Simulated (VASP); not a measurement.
## WSe2: single point with HSE06

The system is WSe2.

```xyz
3
Lattice="3.2972 0.0000 0.0000 -1.6486 2.8555 0.0000 0.0000 0.0000 7.1843" Properties=species:S:1:pos:R:3 pbc="T T T"
W     0.0000    0.0000    0.0000
Se    0.0000    1.9036    1.6662
Se    0.0000    1.9036    5.5181
```

```yaml
Program: VASP 6.6.1
Task: single point
Functional: HSE06
Potentials_or_basis: VASP PAW PBE potentials, release 64 (W_sv, Se)
Cutoff: 520 eV
k_mesh: 6 × 6 × 2
Occupations: fermi-dirac, width 0.001 eV
Spin: no spin polarisation
```

```yaml
Pressure: -1.0 GPa
Largest_force: 0.271 eV/Å
Band_gap_on_the_k_mesh: 1.90 eV (least direct gap 2.02 eV)
```

Forces on the atoms (eV/Å):
```
W    0.000  0.000  0.000
Se   0.000  0.000 -0.271
Se   0.000  0.000  0.271
```

Stress tensor (GPa, compression positive):
```
-1.36  0.00  0.00
 0.00 -1.36  0.00
 0.00  0.00 -0.35
```

Levels at points of the mesh, in eV from the valence-band top:
```tsv
k point	band 9	band 10	band 11	band 12	band 13	band 14	band 15	band 16	band 17	band 18
(0.00, 0.00, 0.00)	-2.82	-1.81	-1.47	-1.47	-0.79	3.61	3.61	3.72	3.72	5.34
(0.50, 0.00, 0.00)	-5.03	-3.48	-2.18	-1.40	-1.24	2.98	3.24	4.75	4.85	5.33
(0.00, 0.00, 0.50)	-2.81	-2.81	-1.49	-1.49	0.00	3.54	3.54	3.80	3.80	6.06
(0.50, 0.00, 0.50)	-4.65	-3.50	-2.92	-1.18	-1.10	3.00	3.49	4.08	5.13	5.68
```

It took 20 min on 1 thread of Intel(R) Xeon(R) 6975P-C (Granite Rapids) (shared host), peak memory 0.32 GiB.

Caveat: the k points lie up to 0.44 Å⁻¹ apart; the PAW data sets were made with another functional, which shifts forces and pressure a little; spin-orbit coupling is left out, which moves the levels of the heavy elements; this functional lacks dispersion, which binds layers or chains, so the pressure and a relaxed spacing across them are unreliable. A k mesh can miss the band edges.
